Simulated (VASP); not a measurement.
Set up this calculation in VASP 6.6.1, as the native input.

```yaml
Task: single point
Functional: BLYP
Potentials_or_basis: VASP PAW PBE potentials, release 64 (Ir)
Cutoff: 520 eV
k_mesh: 22 × 22 × 22
Occupations: fermi-dirac, width 0.05 eV
Spin: collinear spin, ferromagnetic start
Starting_moments: "[1.0] μB"
Dipole_correction: no
Further_INCAR_settings: ALGO = Normal; EDIFF = 1e-06; NBANDS = 14
```

The structure of Ir lies in POSCAR:

```
Ir
1.0
    0.0000000000      1.9683987098      1.9683987098
    1.9683987098      0.0000000000      1.9683987098
    1.9683987098      1.9683987098      0.0000000000
Ir
1
Direct
    0.0000000000      0.0000000000      0.0000000000
```

One way to write it, as run:

INCAR

```
PREC = Accurate ; ENCUT = 520
EDIFF = 1E-6 ; ISMEAR = -1
SIGMA = 0.05 ; LREAL = F
LASPH = T ; NELM = 150
ALGO = Normal ; ISIF = 2
LWAVE = F ; LCHARG = F
ISPIN = 2 ; MAGMOM = 1
LORBIT = 11 ; LMAXMIX = 4
GGA = B5 ; ALDAX = 1.0
AGGAX = 1.0 ; AGGAC = 1.0
ALDAC = 0.0 ; NBANDS = 14
```

KPOINTS

```
Automatic mesh
0
Gamma
  22 22 22
```

Potentials or basis: VASP PAW PBE potentials, release 64 (Ir).

The run is started by

```console
$ cat potpaw_PBE.64/Ir/POTCAR > POTCAR
$ mpirun -np 1 vasp_std > vasp.out
```

It gave:

```yaml
Pressure: 2.3 GPa
Net_moment: 0.00 μB per cell
Valence_electrons_inside_the_program's_atomic_spheres: Ir 8.22
```

Caveat: the PAW data sets were made with another functional, which shifts forces and pressure a little.

Wall time 52 s on 1 thread of Intel(R) Xeon(R) 6975P-C (Granite Rapids), with other jobs on the host, peak memory 0.23 GiB.
